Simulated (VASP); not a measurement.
PbS, 2 atoms in the cell. The structure is trigonal, space group R3m (No. 160). The conventional cell has a = 4.225 Å, b = 4.225 Å, c = 10.356 Å, α = 90.00°, β = 90.00°, γ = 120.00°. Pb (site symmetry 3m) has 6 S at 2.96 to 3.02 Å within 3.9 Å. S (site symmetry 3m) has 6 Pb at 2.96 to 3.02 Å within 3.9 Å. 

```yaml
Program: VASP 6.6.1
Task: single point
Functional: PBE
Potentials_or_basis: VASP PAW PBE potentials, release 64 (Pb_d, S)
Cutoff: 520 eV
k_mesh: 6 × 6 × 6
Occupations: methfessel-paxton, width 0.54 eV
Spin: no spin polarisation
Dipole_correction: no
Further_INCAR_settings: ALGO = Normal; EDIFF = 1e-06; NBANDS = 17
```

Potentials or basis: VASP PAW PBE potentials, release 64 (Pb_d, S).

Command:

```bash
$ cat potpaw_PBE.64/Pb_d/POTCAR potpaw_PBE.64/S/POTCAR > POTCAR
$ mpirun -np 1 vasp_std > vasp.out
```

Hardware: 1 thread of Intel Xeon 8259CL, on a shared host.

Question: Estimate the wall time of this run.

Answer: Wall time 35 s on 1 thread of Intel Xeon 8259CL (shared host), peak memory 0.19 GiB. Counts: scf iterations 12, k points 32.
